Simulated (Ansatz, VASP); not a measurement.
## MoSe in VASP and in Ansatz

```xyz
2
Lattice="3.3998 0.0000 0.0000 -1.6999 2.9443 0.0000 0.0000 0.0000 4.2835" Properties=species:S:1:pos:R:3 pbc="T T T"
Mo    1.6999    0.9814    0.1090
Se    0.0000    1.9629    0.5073
```

Change from the starting cell: volume scaled by 0.94.

Alike in both runs: task single point; functional PBE; k mesh 9 × 9 × 6; occupations fermi-dirac, width 0.05 eV; no spin polarisation.

|  | VASP | Ansatz |
| --- | --- | --- |
| version | VASP 6.6.1 | Ansatz 0.2.0 |
| potentials or method | VASP PAW PBE potentials, release 64 (Mo_sv, Se), cutoff 520 eV | all-electron LAPW, scalar-relativistic |

|  | VASP | Ansatz | Ansatz less VASP |
| --- | --- | --- | --- |
| gap on the k mesh at the Fermi level (eV) | none | none | - |
| pressure (GPa) | 89.7 | 89.0 | -0.72 |
| traceless stress, the component that is largest in VASP (GPa) | -86.02 | -85.37 | +0.646 |
| rms of the force components (eV/Å) | 4.385 | 4.353 | -0.0317 |

Atom by atom the forces differ by 0.032 eV/Å (rms over components). A gap of «none» marks a metal or a gap that the smearing closes. Both programs put the cell under a high pressure, so it lies far from rest at this level. Ansatz ran all-electron here, and VASP with PAW potentials.

Noted on VASP's run: the cell as given lies far from equilibrium.
